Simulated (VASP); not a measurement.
Write the native input for VASP 6.6.1 that does the following.

```yaml
Task: relaxation of cell and atoms
Functional: PBE
Potentials_or_basis: VASP PAW PBE potentials, release 64 (Te)
Cutoff: 600 eV
k_mesh: 4 × 4 × 4
Occupations: gaussian, width 0.1 eV
Spin: no spin polarisation
Dipole_correction: no
Further_INCAR_settings: ALGO = Normal; EDIFF = 1e-06; IBRION = 2; EDIFFG = -0.04; NSW = 90; ISIF = 3
```

The structure of Te lies in POSCAR:

```
Te
1.0
    6.4669384210      0.0000000000      0.0000000000
    0.0000000000      6.4669384210      0.0000000000
    0.0000000000      0.0000000000      6.4669384210
Te
8
Direct
    0.5000000000      0.5000000000      0.5000000000
    0.0000000000      0.0000000000      0.0000000000
    0.2500000000      0.0000000000      0.5000000000
    0.5000000000      0.2500000000      0.0000000000
    0.5000000000      0.7500000000      0.0000000000
    0.7500000000      0.0000000000      0.5000000000
    0.0000000000      0.5000000000      0.7500000000
    0.0000000000      0.5000000000      0.2500000000
```

The input as run:

INCAR

```
SYSTEM = Te
PREC = Accurate
ENCUT = 600
EDIFF = 1E-6
ISMEAR = 0
SIGMA = 0.1
LREAL = .FALSE.
LASPH = .TRUE.
NELM = 100
ALGO = Normal
ISIF = 3
LWAVE = .FALSE.
LCHARG = .FALSE.
GGA = PE
IBRION = 2
NSW = 90
EDIFFG = -0.04
```

KPOINTS

```
regular mesh
0
G
  4 4 4
  0 0 0
```

Potentials or basis: VASP PAW PBE potentials, release 64 (Te).

Run with:

```sh
$ cat potpaw_PBE.64/Te/POTCAR > POTCAR
$ mpirun -np 1 vasp_std > vasp.out
```

It gave:

```json
{"Relaxed volume": "29.13 Å³/atom", "Relaxed cell": "a = 6.154 Å, b = 6.154 Å, c = 6.154 Å, α = 90.00°, β = 90.00°, γ = 90.00°", "Space group after relaxing (to 0.05 Å)": "Pm-3n (No. 223)", "Energy gained by relaxing": "88.4 meV/atom", "Ionic steps": "3", "Pressure after relaxing": "0.0 GPa"}
```

It took 4.4 min on 1 thread of Oxide Virtual Turin-like Processor, on a shared host, peak memory 0.41 GiB.
